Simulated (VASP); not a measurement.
Crystal: Hg.

```xyz
2
Lattice="4.8081 0.0000 0.0000 -2.4040 4.1639 0.0000 0.0000 0.0000 3.0310" Properties=species:S:1:pos:R:3 pbc="T T T"
Hg    0.0000    2.7759    1.5155
Hg    2.4040    1.3880    1.5155
```

The cell was generated, and may not be a known phase.

```yaml
Program: VASP 6.6.1
Task: relaxation of cell and atoms
Functional: PBE
Potentials_or_basis: VASP PAW PBE potentials, release 64 (Hg_sv_GW)
Cutoff: 550 eV
k_mesh: 6 × 6 × 6
Occupations: gaussian, width 0.1 eV
Spin: no spin polarisation
```

At the start: pressure 5.6 GPa; volume 30.34 Å³/atom.

Where does the relaxation end?

Over 3 steps the energy falls by 70.7 meV/atom and the volume is 34.65 Å³/atom (+14.2 %); space group P6/mmm (No. 191, to 0.1 Å) before and after.

Step by step:
```tsv
step	energy change (eV)	largest force (eV/Å)	pressure (GPa)	volume (Å³)
1	0.0000	0.0000	5.62	60.68
2	-0.1395	0.0000	-0.51	70.51
3	-0.1415	0.0000	-0.01	69.30
```

Final structure:
```cif
data_structure
_symmetry_space_group_name_H-M 'P 1'
_symmetry_Int_Tables_number 1
_cell_length_a 5.0618
_cell_length_b 5.0618
_cell_length_c 3.1231
_cell_angle_alpha 90.000
_cell_angle_beta 90.000
_cell_angle_gamma 120.000
_cell_volume 69.30
loop_
_atom_site_label
_atom_site_type_symbol
_atom_site_fract_x
_atom_site_fract_y
_atom_site_fract_z
_atom_site_occupancy
Hg1 Hg 0.33333 0.66667 0.50000 1
Hg2 Hg 0.66667 0.33333 0.50000 1
```
